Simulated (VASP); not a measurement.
# Pd (Pm-3m) in VASP: notebook, part 2 of 2

VASP 6.6.1.

## (3) Single point, r2SCAN

Contents of POSCAR:

```
Pd
1.0
    2.5877093125      0.0000000000      0.0000000000
    0.0000000000      2.5877093125      0.0000000000
    0.0000000000      0.0000000000      2.5877093125
Pd
1
Direct
    0.0000000000      0.0000000000      0.0000000000
```

Contents of INCAR.step1:

```
SYSTEM = Pd
ALGO     = Normal         ! electronic algorithm
EDIFF    = 1E-4           ! SCF threshold, eV
ENCUT    = 520            ! plane-wave cutoff, eV
GGA      = PE             ! functional
ISMEAR   = 0              ! smearing method
LASPH    = .TRUE.         ! aspherical terms in the spheres
LCHARG   = .FALSE.        ! write CHGCAR
LREAL    = .FALSE.        ! projectors in reciprocal space
LWAVE    = .TRUE.         ! write WAVECAR
NBANDS   = 11             ! bands
NELM     = 60             ! most SCF steps
PREC     = Accurate       ! precision mode
SIGMA    = 0.1            ! smearing width, eV
```

Contents of INCAR.step2:

```
SYSTEM = Pd
ALGO     = Normal         ! electronic algorithm
EDIFF    = 1E-6           ! SCF threshold, eV
ENCUT    = 520            ! plane-wave cutoff, eV
ISIF     = 2              ! what is computed and relaxed
ISMEAR   = 0              ! smearing method
ISTART   = 1            
LASPH    = .TRUE.         ! aspherical terms in the spheres
LCHARG   = .TRUE.         ! write CHGCAR
LELF     = .TRUE.         ! ELF
LMIXTAU  = .TRUE.       
LREAL    = .FALSE.        ! projectors in reciprocal space
LVHAR    = .TRUE.       
LWAVE    = .FALSE.        ! write WAVECAR
METAGGA  = R2SCAN         ! meta-GGA
NBANDS   = 11             ! bands
NELM     = 60             ! most SCF steps
PREC     = Accurate       ! precision mode
SIGMA    = 0.1            ! smearing width, eV
```

Contents of KPOINTS:

```
k-points
0
G
  6 6 6
  0 0 0
```

Potentials or basis: VASP PAW PBE potentials, release 64 (Pd).

The run is started by

```bash
$ cat potpaw_PBE.64/Pd/POTCAR > POTCAR
$ cp INCAR.step1 INCAR
$ mpirun -np 1 vasp_std > vasp.out
$ cp INCAR.step2 INCAR
$ mpirun -np 1 vasp_std > vasp.out
```

OUTCAR:

```text
SYSTEM = Pd
   EDIFF = 1E-6
   ENCUT = 520
   ISIF = 2
   ISMEAR = 0
   ISTART = 1
   LASPH = .TRUE.
   LREAL = .FALSE.
   METAGGA = R2SCAN
   NELM = 60
   PREC = Accurate

 ion  position               nearest neighbor table
   1  0.000  0.000  0.000-

  LATTYP: Found a simple cubic cell.
 ALAT       =     2.5877093125

  Lattice vectors:

 A1 = (   2.5877093125,   0.0000000000,   0.0000000000)
 A2 = (   0.0000000000,   2.5877093125,   0.0000000000)
 A3 = (   0.0000000000,   0.0000000000,   2.5877093125)

Analysis of symmetry for initial positions (statically):
=====================================================================
 Subroutine PRICEL returns:
 Original cell was already a primitive cell.

 Routine SETGRP: Setting up the symmetry group for a
 simple cubic supercell.

 Subroutine GETGRP returns: Found 48 space group operations
 (whereof 48 operations were pure point group operations)
 out of a pool of 48 trial point group operations.

The static configuration has the point symmetry O_h .

Analysis of symmetry for dynamics (positions and initial velocities):
[... 159 lines left out ...]

 k-point     1 :       0.0000    0.0000    0.0000
  band No.  band energies     occupation
      1       1.3451      2.00000
      2       2.6471      2.00000
      3       2.6471      2.00000
      4       7.3847      0.13532
      5       7.3847      0.13532
      6       7.3847      0.13532
      7      24.8172      0.00000
      8      24.8172      0.00000
      9      24.8172      0.00000
     10      30.2688      0.00000
     11      31.4815      0.00000
[... 253 lines left out ...]
 k-point    20 :       0.5000    0.5000    0.5000
  band No.  band energies     occupation
      1       3.2894      2.00000
      2       3.2894      2.00000
      3       3.2894      2.00000
      4       8.7865      0.00000
      5       8.7865      0.00000
      6      19.1446      0.00000
      7      19.3639      0.00000
      8      19.3639      0.00000
      9      19.3639      0.00000
     10      26.1063      0.00000
     11      26.1063      0.00000

------------------------ aborting loop because EDIFF is reached ----------------------------------------

  FORCE on cell =-STRESS in cart. coord.  units (eV):
  Direction    XX          YY          ZZ          XY          YZ          ZX
  --------------------------------------------------------------------------------------
  -------------------------------------------------------------------------------------
  Total        0.0697644      0.0697644      0.0697644     -0.0000000     -0.0000000     -0.0000000
  in kB        6.4505715      6.4505715      6.4505715     -0.0000000     -0.0000000     -0.0000000
  external PRESSURE =       6.4505715 kB  Pullay stress =       0.0000000 kB

 VOLUME and BASIS-vectors are now :
 -----------------------------------------------------------------------------
  energy-cutoff  :      520.00
  volume of cell :       17.33
      direct lattice vectors                 reciprocal lattice vectors
     2.587709312  0.000000000  0.000000000     0.386442169  0.000000000  0.000000000
     0.000000000  2.587709312  0.000000000     0.000000000  0.386442169  0.000000000
     0.000000000  0.000000000  2.587709312     0.000000000  0.000000000  0.386442169

 POSITION                                       TOTAL-FORCE (eV/Angst)
 -----------------------------------------------------------------------------------
      0.00000      0.00000      0.00000         0.000000      0.000000      0.000000
 -----------------------------------------------------------------------------------
    total drift:                                0.000000      0.000000      0.000000

  FREE ENERGIE OF THE ION-ELECTRON SYSTEM (eV)
  ---------------------------------------------------
  free  energy   TOTEN  =       -22.3999794248 eV

  energy  without entropy=      -22.3918638062  energy(sigma->0) =      -22.39592162
```

Run time: 8.9 s. Hardware: 1 thread of Intel Xeon 6975P-C (Granite Rapids), shared host; peak memory 0.12 GiB.

Results:

```yaml
Free_energy: -22.4000 eV
Pressure: 0.6 GPa
Band_gap_on_the_k_mesh: zero (band 5 reaches 8.79 eV, above the bottom of band 6 at 6.75 eV)
```

Caveat: the k points lie up to 0.40 Å⁻¹ apart; the PAW data sets were made with another functional, which shifts forces and pressure a little.

## (4) Single point, r2SCAN

This run uses another cell than the first one, of 15.74 Å³/atom, 0.908 times its volume.

Contents of POSCAR:

```
Pd
1.0
    2.5058634109      0.0000000000      0.0000000000
    0.0000000000      2.5058634109      0.0000000000
    0.0000000000      0.0000000000      2.5058634109
Pd
1
Direct
    0.0000000000      0.0000000000      0.0000000000
```

Contents of INCAR.step1:

```
PREC     = Accurate       # precision mode
ENCUT    = 520            # plane-wave cutoff, eV
ISMEAR   = 0              # smearing method
SIGMA    = 0.1            # smearing width, eV
LREAL    = F              # projectors in reciprocal space
LASPH    = T              # aspherical terms in the spheres
NELM     = 60             # most SCF steps
NBANDS   = 11             # bands
GGA      = PE             # functional
ALGO     = Normal         # electronic algorithm
EDIFF    = 1E-4           # SCF threshold, eV
LWAVE    = T              # write WAVECAR
LCHARG   = F              # write CHGCAR
```

Contents of INCAR.step2:

```
PREC     = Accurate       # precision mode
ENCUT    = 520            # plane-wave cutoff, eV
EDIFF    = 1E-6           # SCF threshold, eV
ISMEAR   = 0              # smearing method
SIGMA    = 0.1            # smearing width, eV
LREAL    = F              # projectors in reciprocal space
LASPH    = T              # aspherical terms in the spheres
NELM     = 60             # most SCF steps
ALGO     = Normal         # electronic algorithm
ISIF     = 2              # what is computed and relaxed
LWAVE    = F              # write WAVECAR
LCHARG   = F              # write CHGCAR
METAGGA  = R2SCAN         # meta-GGA
LMIXTAU  = T            
NBANDS   = 11             # bands
ISTART   = 1
```

Contents of KPOINTS:

```
regular mesh
0
Gamma
  8 8 8
```

The run is started by

```bash
$ cat potpaw_PBE.64/Pd/POTCAR > POTCAR
$ cp INCAR.step1 INCAR
$ mpirun -np 1 vasp_std > vasp.out
$ cp INCAR.step2 INCAR
$ mpirun -np 1 vasp_std > vasp.out
```

Run time: 13 s. Hardware: 1 thread of Intel Xeon 6975P-C (Granite Rapids), shared host; peak memory 0.12 GiB.

Results (log left out):

```yaml
Free_energy: -22.3579 eV
Pressure: 17.7 GPa
Band_gap_on_the_k_mesh: zero (band 5 reaches 10.51 eV, above the bottom of band 6 at 8.04 eV)
```

Levels at points of the mesh, in eV from the Fermi level:
```tsv
k point	band 3	band 4	band 5	band 6	band 7	band 8
(0.00, 0.00, 0.00)	-5.52	-0.02	-0.02	-0.02	18.14	18.14
(0.50, 0.00, 0.00)	-1.97	-1.97	0.16	0.34	5.88	19.53
(0.50, 0.50, 0.00)	-1.60	-1.60	1.50	6.17	6.17	13.69
(0.50, 0.50, 0.50)	-4.83	1.62	1.62	11.63	12.75	12.75
```

Caveat: the PAW data sets were made with another functional, which shifts forces and pressure a little.

## (5) Overview

| task | cell | k mesh | cutoff (eV) | gap on the mesh (eV) | pressure (GPa) |
| --- | --- | --- | --- | --- | --- |
| relaxation of cell and atoms | relaxed from a = 2.588 Å, 1 atom | 22 × 22 × 22 | 600 | none | 0.0 |
| single point | a = 2.588 Å, 1 atom | 6 × 6 × 6 | 520 | none | 0.6 |
| single point | a = 2.506 Å, 1 atom | 8 × 8 × 8 | 520 | none | 17.7 |

Alike in all rows: level r2SCAN; potentials or basis VASP PAW PBE potentials, release 64 (Pd); no spin polarisation; smearing gaussian 0.1 eV.

Caveats: some runs use coarse meshes; the PAW data sets were made with another functional, which shifts forces and pressure a little.

Total energies depend on the potentials used, so only differences within one code and one set of settings carry meaning.
